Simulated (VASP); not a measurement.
# C: single point with LDA

Crystal: C.

```xyz
8
Lattice="2.4606 0.0000 0.0000 -1.2303 2.1310 0.0000 0.0000 0.0000 8.4057" Properties=species:S:1:pos:R:3 pbc="T T T"
C     0.0000    0.0000    0.8180
C     0.0000    0.0000    5.0209
C     0.0000    0.0000    3.3848
C     0.0000    0.0000    7.5876
C     0.0000    1.4206    1.2788
C     1.2303    0.7103    5.4816
C     0.0000    1.4206    2.9240
C     1.2303    0.7103    7.1268
```

This cell differs from its parent crystal: atoms displaced along a vibrational mode, the cell strained.

* Program: VASP 6.6.1
* Task: single point
* Functional: LDA
* Potentials or basis: VASP PAW LDA potentials, release 64 (C_h)
* Cutoff: 1300 eV
* k mesh: 12 × 12 × 4
* Occupations: gaussian, width 0.05 eV
* Spin: no spin polarisation

```json
{
  "Pressure": "5.7 GPa",
  "Largest force": "2.201 eV/Å",
  "Band gap on the k mesh": "2.71 eV"
}
```

Forces in eV/Å, atoms in the order of the input:
```
C    0.000  0.000 -2.201
C    0.000  0.000 -2.201
C    0.000  0.000  2.201
C    0.000  0.000  2.201
C    0.000  0.000  1.821
C    0.000  0.000  1.821
C    0.000  0.000 -1.821
C    0.000  0.000 -1.821
```

Stress tensor (GPa, compression positive):
```
 19.18   0.00   0.00
  0.00  19.18   0.00
  0.00   0.00 -21.29
```

Levels at points of the mesh, in eV from the valence-band top:
```tsv
k point	band 14	band 15	band 16	band 17	band 18	band 19
(0.00, 0.00, 0.00)	-1.46	-1.46	0.00	2.71	5.23	5.23
(0.50, 0.00, 0.00)	-5.30	-4.63	-4.18	3.92	4.13	4.84
(0.00, 0.00, 0.50)	-1.91	-1.91	-1.91	5.24	5.24	5.76
(0.50, 0.00, 0.50)	-5.21	-5.16	-5.16	4.34	4.34	5.78
```

Run time: 2.7 min on 1 thread of Intel(R) Xeon(R) Platinum 8375C CPU @ 2.90GHz (Ice Lake), on a shared host, peak memory 0.32 GiB.

Caveat: the cell differs from its parent crystal (atoms displaced along a vibrational mode, the cell strained); the stress differs along the axes, from -21 to 19 GPa; forces of over 1 eV/Å act on the atoms, so gaps and moduli don't describe the material at rest. A k mesh can miss the band edges.
